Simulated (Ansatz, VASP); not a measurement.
One calculation of BN, two programs

```
B N
1.0
     0.00000    1.86739    1.84020
     1.86739    0.00000    1.84020
     1.86739    1.86739    0.00000
B N
1 1
Direct
  0.00000 0.00000 0.00000
  0.75000 0.75000 0.75000
```

Change from the starting cell: strain +0.030 along x and y, +0.015 along z, atoms carried along.

Alike in both runs: task single point; functional r2SCAN; k mesh 12 × 12 × 12; occupations gaussian, width 0.05 eV; no spin polarisation.

|  | VASP | Ansatz |
| --- | --- | --- |
| version | VASP 6.6.1 | Ansatz 0.2.0 |
| potentials or method | VASP PAW PBE potentials, release 64 (B, N), cutoff 520 eV | scalar-relativistic, plane waves, PAW |
| valence electrons in the cell | 8 | 8 |

|  | VASP | Ansatz | Ansatz less VASP |
| --- | --- | --- | --- |
| gap on the k mesh at the Fermi level (eV) | 4.62 | 4.64 | +0.016 |
| least direct gap on the mesh (eV) | 8.96 | 8.99 | +0.030 |
| pressure (GPa) | -28.4 | -29.2 | -0.79 |
| traceless stress, the component that is largest in VASP (GPa) | 5.68 | 5.69 | +0.016 |

VASP's potentials were made for PBE, not for r2SCAN. Both programs put the cell under strong tension, so it lies far from rest at this level.
